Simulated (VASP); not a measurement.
Input of a VASP 6.6.1 run:

The input INCAR:

```
PREC = Accurate ; ENCUT = 520
EDIFF = 1E-7 ; ISMEAR = 0
SIGMA = 0.05 ; LREAL = F
LASPH = T ; NELM = 150
ALGO = Normal ; ISIF = 2
LWAVE = F ; LCHARG = F
ISPIN = 2 ; MAGMOM = 1.5 0.5
LORBIT = 11 ; LMAXMIX = 4
GGA = PE ; NBANDS = 19
```

File KPOINTS:

```
regular mesh
0
Gamma
  1 1 16
```

POSCAR

```
TaN
1.0
    9.0000000000      0.0000000000      0.0000000000
    0.0000000000      9.3000000000      0.0000000000
    0.0000000000      0.0000000000      3.9755426005
Ta N
1 1
Direct
    0.5000000000      0.5000000000      0.0000000000
    0.5000000000      0.5000000000      0.4650000000
```

Potentials or basis: VASP PAW PBE potentials, release 64 (Ta_pv, N).

Launch:

```console
$ cat potpaw_PBE.64/Ta_pv/POTCAR potpaw_PBE.64/N/POTCAR > POTCAR
$ mpirun -np 1 vasp_std > vasp.out
```

Question: Estimate the band gap on the k mesh.

Answer: 0.45 eV, direct.

Question: What does it give for the site moments?

Answer: Ta +1.17; N -0.06 μB.

Question: Predict the net moment.

Answer: 2.00 μB per cell.

Question: Predict the largest force.

Answer: 0.917 eV/Å.

Forces on the atoms (eV/Å):
```
Ta   0.000  0.000 -0.917
N    0.000  0.000  0.917
```

Caveat: spin-orbit coupling is left out, which moves the levels of the heavy elements.
